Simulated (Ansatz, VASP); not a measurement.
HfO2 in VASP and in Ansatz

```
Hf O
1.0
     0.00000    2.42802    2.42802
     2.42802    0.00000    2.42802
     2.42802    2.42802    0.00000
Hf O
1 2
Direct
  0.00000 0.00000 0.00000
  0.25000 0.25000 0.25000
  0.75000 0.75000 0.75000
```

Change from the starting cell: hydrostatic strain -4.0%.

Alike in both runs: task single point; functional r2SCAN; k mesh 8 × 8 × 8; no spin polarisation.

```csv
,VASP,Ansatz
version,VASP 6.6.1,Ansatz 0.2.0
potentials or method,"VASP PAW PBE potentials, release 64 (Hf_pv, O)","plane waves, PAW"
plane-wave cutoff (eV),520,500
occupations,"gaussian, width 0.01 eV",fixed
valence electrons in the cell,22,38
```

|  | VASP | Ansatz | Ansatz less VASP |
| --- | --- | --- | --- |
| gap on the k mesh at the Fermi level (eV) | 4.67 | 4.62 | -0.055 |
| pressure (GPa) | 37.7 | 42.8 | +5.11 |

VASP's potentials were made for PBE, not for r2SCAN. The pressures are high and differ by over a tenth, so treat them with care. VASP's potentials hold 22 valence electrons a cell and Ansatz's 38, so a difference there can come from the potentials and not from the codes.

Spin-orbit coupling is off throughout.
